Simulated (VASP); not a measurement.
Write the native input for VASP 6.6.1 that does the following.

```yaml
Task: relaxation of cell and atoms
Functional: r2SCAN
Potentials_or_basis: VASP PAW PBE potentials, release 64 (Rh_pv)
Cutoff: 600 eV
k_mesh: 24 × 24 × 24
Occupations: fermi-dirac, width 0.15 eV
Spin: no spin polarisation
Dipole_correction: no
Further_INCAR_settings: ALGO = Normal; EDIFF = 1e-06; IBRION = 2; EDIFFG = -0.001; NSW = 80; ISIF = 3
```

The system is Rh.

```
Rh
1.0
     0.00000    1.89997    1.89997
     1.89997    0.00000    1.89997
     1.89997    1.89997    0.00000
Rh
1
Direct
  0.00000 0.00000 0.00000
```

One way to write it, as run:

POSCAR

```
Rh
1.0
    0.0000000000      1.8999666571      1.8999666571
    1.8999666571      0.0000000000      1.8999666571
    1.8999666571      1.8999666571      0.0000000000
Rh
1
Direct
    0.0000000000      0.0000000000      0.0000000000
```

INCAR.step1

```
SYSTEM = Rh
PREC = Accurate
ENCUT = 600
ISMEAR = -1
SIGMA = 0.15
LREAL = .False.
LASPH = .True.
NELM = 100
GGA = PE
ALGO = Normal
EDIFF = 1E-4
LWAVE = .True.
LCHARG = .False.
```

INCAR.step2

```
SYSTEM = Rh
PREC = Accurate
ENCUT = 600
EDIFF = 1E-6
ISMEAR = -1
SIGMA = 0.15
LREAL = .False.
LASPH = .True.
NELM = 100
ALGO = Normal
ISIF = 3
LWAVE = .False.
LCHARG = .False.
METAGGA = R2SCAN
LMIXTAU = .True.
IBRION = 2
NSW = 80
EDIFFG = -0.001
ISTART = 1
```

KPOINTS

```
Automatic mesh
0
Gamma
  24 24 24
  0 0 0
```

Potentials or basis: VASP PAW PBE potentials, release 64 (Rh_pv).

Launch:

```bash
$ cat potpaw_PBE.64/Rh_pv/POTCAR > POTCAR
$ cp INCAR.step1 INCAR
$ mpirun -np 1 vasp_std > vasp.out
$ cp INCAR.step2 INCAR
$ mpirun -np 1 vasp_std > vasp.out
```

It gave:

| Property | Result |
| --- | --- |
| Relaxed volume | 13.82 Å³/atom |
| Relaxed cell | a = 2.693 Å, b = 2.693 Å, c = 2.693 Å, α = 60.00°, β = 60.00°, γ = 60.00° |
| Space group after relaxing (to 0.1 Å) | Fm-3m (No. 225) |
| Energy gained by relaxing | 0.6 meV/atom |
| Ionic steps | 3 |
| Pressure after relaxing | 0.0 GPa |
| Band gap on the k mesh | zero (an odd number of electrons rules out a gap without spin polarisation) |

Caveat: the PAW data sets were made with another functional, which shifts forces and pressure a little.

It took 3.7 min on 1 thread of Intel(R) Xeon(R) 6975P-C (Granite Rapids), with other jobs on the host, peak memory 0.21 GiB.
